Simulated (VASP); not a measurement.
# GaSb: single point with PBE

The system is GaSb.

```
Ga Sb
1.0
    -1.62187    2.82830    2.59465
     1.62187   -2.82830    2.59465
     1.62187    2.82830   -2.59465
Ga Sb
1 1
Direct
  0.00000 0.00000 0.00000
  0.50000 0.50000 0.00000
```

This cell differs from its parent crystal: strain +e along x and -e along y -0.0400, strain +e along z and -e/2 along x and y -0.1000.

```json
{
  "Program": "VASP 6.6.1",
  "Task": "single point",
  "Functional": "PBE",
  "Potentials or basis": "VASP PAW PBE potentials, release 64 (Ga_d, Sb)",
  "Cutoff": "520 eV",
  "k mesh": "16 × 16 × 16",
  "Occupations": "gaussian, width 0.15 eV",
  "Spin": "no spin polarisation",
  "Dipole correction": "no",
  "Further INCAR settings": "ALGO = Normal; EDIFF = 1e-07; NBANDS = 16"
}
```

| Property | Result |
| --- | --- |
| Pressure | 4.0 GPa |
| Band gap on the k mesh | zero (band 9 reaches 9.45 eV, above the bottom of band 10 at 3.69 eV) |

Stress tensor (GPa, compression positive):
```
-3.47  0.00  0.00
 0.00 -4.12  0.00
 0.00  0.00 19.58
```

Levels at points of the mesh, in eV from the Fermi level:
```
           k point  band 7  band 8  band 9  band 10  band 11  band 12
(0.00, 0.00, 0.00)   -2.70   -2.52   -0.98     3.55     4.41     5.25
(0.50, 0.00, 0.00)   -8.23   -0.08    1.54     2.90     3.22     3.79
(0.00, 0.50, 0.00)   -6.39   -2.65   -0.95    -0.56     0.80     4.55
(0.50, 0.50, 0.00)   -5.14   -2.64   -2.30    -1.01     2.38     3.55
(0.50, 0.50, 0.50)   -5.64   -5.19   -5.02     2.03     6.00     9.46
```

Wall time 2.1 min on 1 thread of Intel(R) Xeon(R) 6975P-C (Granite Rapids), on a shared host, peak memory 0.58 GiB.

Caveat: the cell differs from its parent crystal (strain +e along x and -e along y -0.0400, strain +e along z and -e/2 along x and y -0.1000); spin-orbit coupling is left out, which moves the levels of the heavy elements.
